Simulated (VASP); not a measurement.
A run of VASP 6.6.1 is set up as follows.

The input INCAR:

```
  ALGO = Normal
  EDIFF = 1E-6
  ENCUT = 520
  GGA = PE
  ISIF = 2
  ISMEAR = 0
  LASPH = True
  LCHARG = True
  LELF = True
  LREAL = False
  LVHAR = True
  LWAVE = False
  NBANDS = 26
  NELM = 100
  PREC = Accurate
  SIGMA = 0.05
```

Contents of KPOINTS:

```
k-points
0
Gamma
  9 9 4
```

File POSCAR:

```
MgO
1.0
    3.2148512139      0.0000000000      0.0000000000
   -1.6074256070      2.7841428206      0.0000000000
    0.0000000000      0.0000000000     10.9478543239
Mg O
4 4
Direct
    0.3333333333      0.6666666667      0.9694906392
    0.0000000000      0.0000000000      0.2208211786
    0.0000000000      0.0000000000      0.7208211786
    0.6666666667      0.3333333333      0.4694906392
    0.3333333333      0.6666666667      0.7800420079
    0.0000000000      0.0000000000      0.5296443544
    0.0000000000      0.0000000000      0.0296443544
    0.6666666667      0.3333333333      0.2800420079
```

Potentials or basis: VASP PAW PBE potentials, release 64 (Mg, O).

Command:

```console
$ cat potpaw_PBE.64/Mg/POTCAR potpaw_PBE.64/O/POTCAR > POTCAR
$ mpirun -np 1 vasp_std > vasp.out
```

(1) What does it give for the band gap on the k mesh?

(2) Predict the pressure.

Answers

(1) 3.47 eV, direct.

(2) 0.3 GPa.
